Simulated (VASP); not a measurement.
A run of VASP 6.6.1:

INCAR

```
SYSTEM = Fe
ALGO = Normal
EDIFF = 1E-6
EDIFFG = -0.005
ENCUT = 600
GGA = PE
IBRION = 2
ISIF = 3
ISMEAR = -1
ISPIN = 2
LASPH = .TRUE.
LCHARG = .FALSE.
LMAXMIX = 4
LORBIT = 11
LREAL = .FALSE.
LWAVE = .FALSE.
MAGMOM = 2.5
NELM = 150
NSW = 60
PREC = Accurate
PSTRESS = -18.0
SIGMA = 0.1
```

Contents of KPOINTS:

```
k-points
0
G
  19 19 19
  0 0 0
```

Contents of POSCAR:

```
Fe
1.0
   -1.3862897902      1.3862897902      1.3862897902
    1.3862897902     -1.3862897902      1.3862897902
    1.3862897902      1.3862897902     -1.3862897902
Fe
1
Direct
    0.0000000000      0.0000000000      0.0000000000
```

Potentials or basis: VASP PAW PBE potentials, release 64 (Fe).

The run is started by

```bash
$ cat potpaw_PBE.64/Fe/POTCAR > POTCAR
$ mpirun -np 1 vasp_std > vasp.out
```

Hardware: 1 thread of AMD EPYC 7R43 64-Core Processor (Zen 3), on a shared host.

**Question.** Estimate the wall time of this run.

**Answer.** Run time: 110 s on 1 thread of AMD EPYC 7R43 64-Core Processor (Zen 3), with other jobs on the host, peak memory 0.14 GiB. Counts: scf iterations 41, k points 220, ion steps 6.
